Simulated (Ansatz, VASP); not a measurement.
# KZnF3: VASP beside Ansatz

File INCAR:

```
SYSTEM = KZnF3
ALGO = Normal
EDIFF = 1E-6
ENCUT = 520
GGA = PE
ISIF = 2
ISMEAR = 0
LASPH = .True.
LCHARG = .False.
LREAL = .False.
LWAVE = .False.
NBANDS = 29
NELM = 80
PREC = Accurate
SIGMA = 0.05
```

KPOINTS

```
k-points
0
Gamma
  6 6 6
  0 0 0
```

POSCAR

```
KZnF3
1.0
    3.8111959170      0.0000000000      0.0000000000
    0.0000000000      3.8111959170      0.0000000000
    0.0000000000      0.0000000000      4.5734351004
K Zn F
1 1 3
Direct
    0.0000000000      0.0000000000      0.0000000000
    0.5000000000      0.5000000000      0.5000000000
    0.5000000000      0.5000000000      0.0000000000
    0.0000000000      0.5000000000      0.5000000000
    0.5000000000      0.0000000000      0.5000000000
```

Input for Ansatz:

```yaml
crystal:
  lattice:
    - [3.811195917, 0.0, 0.0]
    - [0.0, 3.811195917, 0.0]
    - [0.0, 0.0, 4.5734351004]
  atoms:
    - { symbol: K, position: [0.0, 0.0, 0.0] }
    - { symbol: Zn, position: [0.5, 0.5, 0.5] }
    - { symbol: F, position: [0.5, 0.5, 0.0] }
    - { symbol: F, position: [0.0, 0.5, 0.5] }
    - { symbol: F, position: [0.5, 0.0, 0.5] }
basis:
  ecutwfc: 420
kpoints:
  mp_grid: { grid: [6, 6, 6] }
hamiltonian:
  xc: pbe
scf:
  occupations: { method: gaussian, width: 0.05 }
output:
  forces: true
  stress: true
  eigenvalues: true
```

Alike in both runs: task single point; functional PBE; k mesh 6 × 6 × 6; occupations gaussian, width 0.05 eV; no spin polarisation.

```csv
,VASP,Ansatz
version,VASP 6.6.1,Ansatz 0.2.0
potentials or method,"VASP PAW PBE potentials, release 64 (K_sv, Zn, F), cutoff 520 eV","scalar-relativistic, plane waves, PAW"
valence electrons in the cell,42,42
```

Ansatz gave:

| Item | Value |
| --- | --- |
| gap on the k mesh at the Fermi level (eV) | 3.37 |
| least direct gap on the mesh (eV) | 5.46 |
| pressure (GPa) | 8.4 |
| traceless stress, the component that is largest in VASP (GPa) | -10.12 |

What did VASP give for the same quantities?

gap on the k mesh at the Fermi level (eV): 3.30; least direct gap on the mesh (eV): 5.42; pressure (GPa): 8.9; traceless stress, the component that is largest in VASP (GPa): -10.69.
